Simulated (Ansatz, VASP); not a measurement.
This is a calculation of Ca for VASP 6.6.1.

Contents of INCAR:

```
PREC     = Accurate       # precision mode
ENCUT    = 520            # plane-wave cutoff, eV
EDIFF    = 1E-6           # SCF threshold, eV
ISMEAR   = -1             # smearing method
SIGMA    = 0.05           # smearing width, eV
LREAL    = False          # projectors in reciprocal space
LASPH    = True           # aspherical terms in the spheres
NELM     = 100            # most SCF steps
ALGO     = Fast           # electronic algorithm
ISIF     = 2              # what is computed and relaxed
LWAVE    = False          # write WAVECAR
LCHARG   = False          # write CHGCAR
GGA      = PE             # functional
NBANDS   = 11             # bands
```

Contents of KPOINTS:

```
Automatic mesh
0
Gamma
  8 8 8
```

File POSCAR:

```
Ca
1.0
    0.0000000000      2.7942000000      2.7942000000
    2.7662580000      0.0000000000      2.7942000000
    2.7662580000      2.7942000000      0.0000000000
Ca
1
Direct
    0.0000000000      0.0000000000      0.0000000000
```

Potentials or basis: VASP PAW PBE potentials, release 64 (Ca_sv).

Command:

```console
$ cat potpaw_PBE.64/Ca_sv/POTCAR > POTCAR
$ mpirun -np 1 vasp_std > vasp.out
```

Q: Translate it to Ansatz 0.2.0. Potentials there: all-electron LAPW, scalar-relativistic.

A: As run (the cutoff follows the program's own potentials):

File input.yaml:

```yaml
crystal:
  lattice:
    - [0.0, 2.7942, 2.7942]
    - [2.766258, 0.0, 2.7942]
    - [2.766258, 2.7942, 0.0]
  atoms:
    - { symbol: Ca, position: [0.0, 0.0, 0.0] }
kpoints:
  mp_grid: { grid: [8, 8, 8] }
scf:
  occupations: { method: fermi_dirac, width: 0.05 }
hamiltonian:
  xc: pbe
  pseudopotentials: { kind: all_electron, lapw: { basis_error: 0.001 } }
output:
  forces: true
  stress: true
  eigenvalues: true
```

Potentials or basis: all-electron LAPW, scalar-relativistic.

Command:

```console
$ ansatz run input.yaml --threads 1 --pin off --max-ram 3072MiB --backend cpu --events-out ev --progress --plain --runs-dir out
```

Both were run:

|  | VASP | Ansatz | Ansatz less VASP |
| --- | --- | --- | --- |
| gap on the k mesh at the Fermi level (eV) | none | none | - |
| pressure (GPa) | -0.4 | -0.4 | 0.00 |

A gap of «none» marks a metal or a gap that the smearing closes. Ansatz ran all-electron here, and VASP with PAW potentials.
